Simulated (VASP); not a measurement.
Ca3F:

```
Ca F
1.0
     4.51449    0.00000    0.00000
     0.00000    4.51449    0.00000
     0.00000    0.00000    4.46809
Ca F
3 1
Direct
  0.00000 0.50000 0.50000
  0.50000 0.00000 0.50000
  0.50000 0.50000 0.00000
  0.00000 0.00000 0.00000
```

```yaml
Program: VASP 6.6.1
Task: relaxation of cell and atoms
Functional: PBE
Potentials_or_basis: VASP PAW PBE potentials, release 64 (Ca_sv, F)
Cutoff: 600 eV
k_mesh: 4 × 4 × 4
Occupations: gaussian, width 0.1 eV
Spin: no spin polarisation
```

At the start: pressure 12.7 GPa; volume 22.77 Å³/atom.

Problem. Where does the relaxation end?

Solution. Over 29 steps the energy falls by 421.9 meV/atom and the volume is 32.83 Å³/atom (+44.2 %); space group Pm-3m (No. 221, to 0.1 Å) before, P4/mmm (No. 123, to 0.1 Å).

The path:
| step | energy change (eV) | largest force (eV/Å) | pressure (GPa) | volume (Å³) |
| --- | --- | --- | --- | --- |
| 1 | 0.0000 | 0.0000 | 12.73 | 91.06 |
| 2 | -1.1861 | 0.0000 | 3.27 | 117.05 |
| 3 | -1.3578 | 0.0000 | 0.67 | 131.54 |
| 4 | -1.3677 | 0.0000 | 0.02 | 136.12 |
| 5 | -1.3673 | 0.0000 | -0.12 | 137.15 |
| 6 | -1.3690 | 0.0000 | -0.05 | 136.57 |
| 7 | -1.3748 | 0.0000 | 0.17 | 134.84 |
| 8 | -1.3884 | 0.0000 | 0.61 | 131.37 |
| 9 | -1.4129 | 0.0000 | 1.68 | 124.34 |
| 10 | -1.3128 | 0.0000 | 5.11 | 109.99 |
| 11 | -1.4152 | 0.0000 | 1.97 | 122.74 |
| 12 | -1.4154 | 0.0000 | 2.26 | 121.24 |
| 13 | -1.4155 | 0.0000 | 2.28 | 121.22 |
| 14 | -1.4158 | 0.0000 | 2.29 | 121.14 |
| 15 | -1.4164 | 0.0000 | 2.33 | 120.98 |
| 16 | -1.4174 | 0.0000 | 2.38 | 120.66 |
| 17 | -1.4191 | 0.0000 | 2.51 | 120.02 |
| 18 | -1.4210 | 0.0000 | 2.80 | 118.73 |
| 19 | -1.4238 | 0.0000 | 2.79 | 118.76 |
| 20 | -1.4322 | 0.0000 | 2.77 | 118.84 |
| 21 | -1.4488 | 0.0000 | 2.73 | 119.00 |
| 22 | -1.4808 | 0.0000 | 2.66 | 119.30 |
| 23 | -1.5380 | 0.0000 | 2.53 | 119.80 |
| 24 | -1.6078 | 0.0000 | 2.36 | 120.43 |
| 25 | -1.3787 | 0.0000 | 2.20 | 120.04 |
| 26 | -1.6117 | 0.0000 | 2.32 | 120.51 |
| 27 | -1.6421 | 0.0000 | 1.77 | 122.88 |
| 28 | -1.6866 | 0.0000 | 0.24 | 130.19 |
| 29 | -1.6874 | 0.0000 | 0.03 | 131.33 |

Final structure:
```cif
data_structure
_symmetry_space_group_name_H-M 'P 1'
_symmetry_Int_Tables_number 1
_cell_length_a 5.7219
_cell_length_b 5.7219
_cell_length_c 4.0114
_cell_angle_alpha 90.000
_cell_angle_beta 90.000
_cell_angle_gamma 90.000
_cell_volume 131.33
loop_
_atom_site_label
_atom_site_type_symbol
_atom_site_fract_x
_atom_site_fract_y
_atom_site_fract_z
_atom_site_occupancy
Ca1 Ca 0.00000 0.50000 0.50000 1
Ca2 Ca 0.50000 0.00000 0.50000 1
Ca3 Ca 0.50000 0.50000 0.00000 1
F1 F 0.00000 0.00000 0.00000 1
```

Caveat: the volume moved by over 15 % at a fixed basis, so the end points are rough; an odd number of electrons without spin polarisation forces a metal; a magnetic or distorted state may lie lower.
